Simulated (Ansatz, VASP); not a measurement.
# One calculation of Zn, two programs

```
Zn
1.0
     2.59060    0.00000    0.00000
    -1.29530    2.24352    0.00000
     0.00000    0.00000    4.91108
Zn
2
Direct
  0.33333 0.66667 0.25000
  0.66667 0.33333 0.75000
```

Alike in both runs: functional PBEsol; k mesh 21 × 21 × 10; occupations methfessel-paxton of order 1, width 0.1 eV; no spin polarisation.

Ansatz relaxed the structure, and its values are those at the end. VASP's run is a single point on that final structure, the one shown.

```csv
,VASP,Ansatz
version,VASP 6.6.1,Ansatz 0.2.0
potentials or method,"VASP PAW PBE potentials, release 64 (Zn)","scalar-relativistic, plane waves, PAW"
plane-wave cutoff (eV),520,420
valence electrons in the cell,24,24
```

VASP gave:

* gap on the k mesh at the Fermi level (eV): none
* pressure (GPa): 0.5

Q: What did Ansatz give for the same quantities?

A: gap on the k mesh at the Fermi level (eV): none; pressure (GPa): 0.0.

VASP's potentials were made for PBE, not for PBEsol. A gap of «none» marks a metal or a gap that the smearing closes. With one functional, cell and mesh, what is left measures potentials, basis and numerics.
